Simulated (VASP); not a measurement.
# Al (P6_3/mmc) in VASP: further runs, part 2 of 2

VASP 6.6.1. Earlier steps stand in the parts before.

## Step 4: Single point, LDA

This run uses another cell than the first one, of 15.58 Å³/atom, 1.043 times its volume.

INCAR reads:

```
ALGO = Fast
EDIFF = 1E-6
ENCUT = 520
ISIF = 2
ISMEAR = -1
LASPH = T
LCHARG = F
LREAL = F
LWAVE = F
NBANDS = 14
NELM = 100
PREC = Accurate
SIGMA = 0.05
```

KPOINTS reads:

```
k-points
0
Gamma
  11 11 3
```

POSCAR reads:

```
Al
1.0
    2.8081027812      0.0000000000      0.0000000000
   -1.4040513906      2.4318883449      0.0000000000
    0.0000000000      0.0000000000      9.1243402522
Al
4
Direct
    0.6666666667      0.3333333333      0.7500000000
    0.0000000000      0.0000000000      0.5000000000
    0.3333333333      0.6666666667      0.2500000000
    0.0000000000      0.0000000000      0.0000000000
```

Potentials or basis: VASP PAW LDA potentials, release 64 (Al).

Run with:

```bash
$ cat potpaw_LDA.64/Al/POTCAR > POTCAR
$ mpirun -np 1 vasp_std > vasp.out
```

OUTCAR:

```text
EDIFF = 1E-6
   ENCUT = 520
   ISIF = 2
   ISMEAR = -1
   LASPH = T
   LREAL = F
   NELM = 100
   PREC = Accurate

 ion  position               nearest neighbor table
   1  0.667  0.333  0.750-   2 2.80   4 2.80   2 2.80   4 2.80   2 2.80   4 2.80
   2  0.000  0.000  0.500-   1 2.80   3 2.80   3 2.80   1 2.80   1 2.80   3 2.80
   3  0.333  0.667  0.250-   2 2.80   4 2.80   2 2.80   4 2.80   2 2.80   4 2.80
   4  0.000  0.000  0.000-   1 2.80   3 2.80   3 2.80   1 2.80   1 2.80   3 2.80

  LATTYP: Found a hexagonal cell.
 ALAT       =     2.8081027812
 C/A-ratio  =     3.2492899880

  Lattice vectors:

 A1 = (   2.8081027812,   0.0000000000,   0.0000000000)
 A2 = (  -1.4040513906,   2.4318883449,   0.0000000000)
 A3 = (   0.0000000000,   0.0000000000,   9.1243402522)

Analysis of symmetry for initial positions (statically):
=====================================================================
 Subroutine PRICEL returns:
 Original cell was already a primitive cell.

 Routine SETGRP: Setting up the symmetry group for a
 hexagonal supercell.

 Subroutine GETGRP returns: Found 24 space group operations
 (whereof 12 operations were pure point group operations)
 out of a pool of 24 trial point group operations.

The static configuration has the point symmetry D_3d.
 The point group associated with its full space group is D_6h.

Analysis of symmetry for dynamics (positions and initial velocities):
=====================================================================
 Subroutine PRICEL returns:
 Original cell was already a primitive cell.

 Routine SETGRP: Setting up the symmetry group for a
 hexagonal supercell.

 Subroutine GETGRP returns: Found 24 space group operations
 (whereof 12 operations were pure point group operations)
 out of a pool of 24 trial point group operations.

The dynamic configuration has the point symmetry D_3d.
 The point group associated with its full space group is D_6h.

 Subroutine INISYM returns: Found 24 space group operations
 (whereof 12 operations are pure point group operations),
 and found     1 'primitive' translations

----------------------------------------------------------------------------------------

                                     Primitive cell

  volume of cell :      62.3101

  direct lattice vectors                    reciprocal lattice vectors
     2.808102781  0.000000000  0.000000000     0.356112321  0.205601545  0.000000000
    -1.404051391  2.431888345  0.000000000     0.000000000  0.411203089  0.000000000
     0.000000000  0.000000000  9.124340252     0.000000000  0.000000000  0.109596965

  length of vectors
     2.808102781  2.808102781  9.124340252     0.411203089  0.411203089  0.109596965

  position of ions in fractional coordinates (direct lattice)
     0.666666667  0.333333333  0.750000000
     0.000000000  0.000000000  0.500000000
     0.333333333  0.666666667  0.250000000
     0.000000000  0.000000000  0.000000000

  ion indices of the primitive-cell ions
   primitive index   ion index
                 1           1
                 2           2
                 3           3
                 4           4

[... 51 lines left out ...]
  0.181818  0.090909  0.333333     24.000000
 [... further k-points ...]
   k-points           NKPTS =     32   k-points in BZ     NKDIM =     32   number of bands    NBANDS=     14
   number of dos      NEDOS =    301   number of ions     NIONS =      4
   total plane-waves  NPLWV =  40320
   dimension x,y,z NGX =    24 NGY =   24 NGZ =   70
   dimension x,y,z NGXF=    48 NGYF=   48 NGZF=  140
   ions per type =               4
   NGX,Y,Z   is equivalent  to a cutoff of  14.21, 14.21, 12.75 a.u.
   NGXF,Y,Z  is equivalent  to a cutoff of  28.42, 28.42, 25.51 a.u.
 SYSTEM =  unknown system
   PREC   = accura    normal or accurate (medium, high low for compatibility)
   ISTART =      0    job   : 0-new  1-cont  2-samecut
   ICHARG =      2    charge: 1-file 2-atom 10-const
   ISPIN  =      1    spin polarized calculation?
   LNONCOLLINEAR =      F non collinear calculations
   LSORBIT =      F    spin-orbit coupling
   LASPH  =      T    aspherical Exc in radial PAW
   ENCUT  =  520.0 eV  38.22 Ry    6.18 a.u.   5.22  5.22 16.97*2*pi/ulx,y,z
   NELM   =    100;   NELMIN=  2; NELMDL= -5     # of ELM steps
   EDIFF  = 0.1E-05   stopping-criterion for ELM
   LREAL  =      F    real-space projection
   EDIFFG = 0.1E-04   stopping-criterion for IOM
   NSW    =      0    number of steps for IOM
   IBRION =     -1    ionic relax: 0-MD 1-quasi-New 2-CG
   NFREE  =      0    steps in history (QN), initial steepest desc. (CG)
   ISIF   =      2    stress and relaxation
   ISYM   =      2    0-nonsym 1-usesym 2-fastsym
   POTIM  = 0.5000    time-step for ionic-motion
   TEBEG  =    0.0;   TEEND  =   0.0 temperature during run
   PSTRESS=    0.0 pullay stress
   NELECT =      12.0000    total number of electrons
   NUPDOWN=      -1.0000    fix difference up-down
   EMIN   =  10.00;   EMAX   =-10.00  energy-range for DOS
   EFERMI =   0.00;   METHOD = LEGACY
   ISMEAR =    -1;   SIGMA  =   0.05  broadening in eV -4-tet -1-fermi 0-gaus
   EFERMI_NEDOS =   21; number of points for ismear=-14 and -15
   IALGO  =     68    algorithm
   IMIX   =      4    mixing-type and parameters
     AMIX     =   0.40;   BMIX     =  1.00
     AMIX_MAG =   1.60;   BMIX_MAG =  1.00
  volume/ion in A,a.u.               =      15.58       105.12
  Fermi-wavevector in a.u.,A,eV,Ry     =   0.945401  1.786548 12.160647  0.893782
  Thomas-Fermi vector in A             =   2.073299
   LORBIT       =      0    0 simple, 1 ext, 2 COOP (PROOUT), +10 PAW based schemes
   GGA     = CA    functional components
   LHFCALC =     F    Hartree Fock is set to
   AEXX    =    0.0000 exact exchange contribution
   IVDW    =     0    specifies the selected vdW correction
   LEPSILON=     F    determine dielectric tensor
   LRPA    =     F    only Hartree local field effects (RPA)
 non-spin polarized calculation
 RMM-DIIS sequential band-by-band and
  energy-cutoff  :      520.00
  volume of cell :       62.31
 maximum number of plane-waves:      1691
 NGX is ok and might be reduce to    24
   NGX = 11   NGY = 11   NGZ = 33

 number of electron      12.0000000 magnetization

 Free energy of the ion-electron system (eV)
  ---------------------------------------------------
  ext. energy  EPLUGINS =         0.00000000
  ---------------------------------------------------
  free energy    TOTEN  =       -16.74808513 eV

  energy without entropy =      -16.73495245  energy(sigma->0) =      -16.74151879

 E-fermi :   8.4102     XC(G=0): -10.5586

 val. band max:        8.4021759336   @ k =   0.3636   0.0000   0.0000
 cond. band min:       8.4235018226   @ k =   0.2727   0.2727   0.0000
 fundamental gap:      0.0213258890
 Fermi energy:         8.4102070915

 k-point     1 :       0.0000    0.0000    0.0000
  band No.  band energies     occupation
      1      -3.1019      2.00000
      2      -1.3405      2.00000
      3      -1.3395      2.00000
      4       3.6501      2.00000
      5       3.9920      2.00000
      6      12.0343      0.00000
      7      12.0492      0.00000
      8      19.3260      0.00000
      9      19.3260      0.00000
     10      19.4937      0.00000
     11      19.4937      0.00000
     12      20.4631      0.00000
     13      20.4715      0.00000
     14      20.6424      0.00000
[... 377 lines left out ...]
      1      -1.4709      2.00000
      2      -0.8882      2.00000
      3       1.4158      2.00000
      4       3.1144      2.00000
      5       7.5469      2.00000
      6      10.1245      0.00000
      7      11.6376      0.00000
      8      12.1369      0.00000
      9      13.5769      0.00000
     10      13.7927      0.00000
     11      14.5411      0.00000
     12      15.6801      0.00000
     13      16.1630      0.00000
     14      17.0511      0.00000

 [... further k-points ...]
[... 5 lines left out ...]
  --------------------------------------------------------------------------------------
  -------------------------------------------------------------------------------------
  Total        0.4272570      0.4272570      1.2375213      0.0000000      0.0000000      0.0000000
  in kB       10.9860525     10.9860525     31.8203644      0.0000000      0.0000000      0.0000000
  external PRESSURE =      17.9308232 kB  Pullay stress =       0.0000000 kB

 VOLUME and BASIS-vectors are now :
 -----------------------------------------------------------------------------
  energy-cutoff  :      520.00
  volume of cell :       62.31
      direct lattice vectors                 reciprocal lattice vectors
     2.808102781  0.000000000  0.000000000     0.356112321  0.205601545  0.000000000
    -1.404051391  2.431888345  0.000000000     0.000000000  0.411203089  0.000000000
     0.000000000  0.000000000  9.124340252     0.000000000  0.000000000  0.109596965

 POSITION                                       TOTAL-FORCE (eV/Angst)
 -----------------------------------------------------------------------------------
      1.40405      0.81063      6.84326         0.000000     -0.000000     -0.000000
      0.00000      0.00000      4.56217        -0.000000      0.000000      0.000000
     -0.00000      1.62126      2.28109        -0.000000      0.000000      0.000000
      0.00000      0.00000      0.00000        -0.000000      0.000000      0.000000
 -----------------------------------------------------------------------------------
    total drift:                               -0.000000      0.000000      0.000000

  FREE ENERGIE OF THE ION-ELECTRON SYSTEM (eV)
  ---------------------------------------------------
  free  energy   TOTEN  =       -16.7480851349 eV

  energy  without entropy=      -16.7349524468  energy(sigma->0) =      -16.74151879
```

Wall time 20 s (1 thread of Intel Xeon 6975P-C, shared host); peak memory 0.16 GiB.

Results:

```yaml
Free_energy: -16.7481 eV
Pressure: 1.8 GPa
Band_gap_on_the_k_mesh: zero (band 6 reaches 12.44 eV, above the bottom of band 7 at 6.44 eV)
```

## Step 5: Overview

```csv
cell,gap on the mesh (eV),pressure (GPa)
"a = 2.769, b = 2.769, c = 8.998 Å, angles 90.0, 90.0, 120.0°, 4 atoms",none,5.9
"a = 2.789, b = 2.789, c = 9.062 Å, angles 90.0, 90.0, 120.0°, 4 atoms",none,3.7
"a = 2.808, b = 2.808, c = 9.124 Å, angles 90.0, 90.0, 120.0°, 4 atoms",none,1.8
```

Alike in all rows: task single point; level LDA; potentials or basis VASP PAW LDA potentials, release 64 (Al); no spin polarisation; k mesh 11 × 11 × 3; cutoff (eV) 520; smearing fermi-dirac 0.05 eV.

Absolute energies hang on the potentials; compare differences alone.
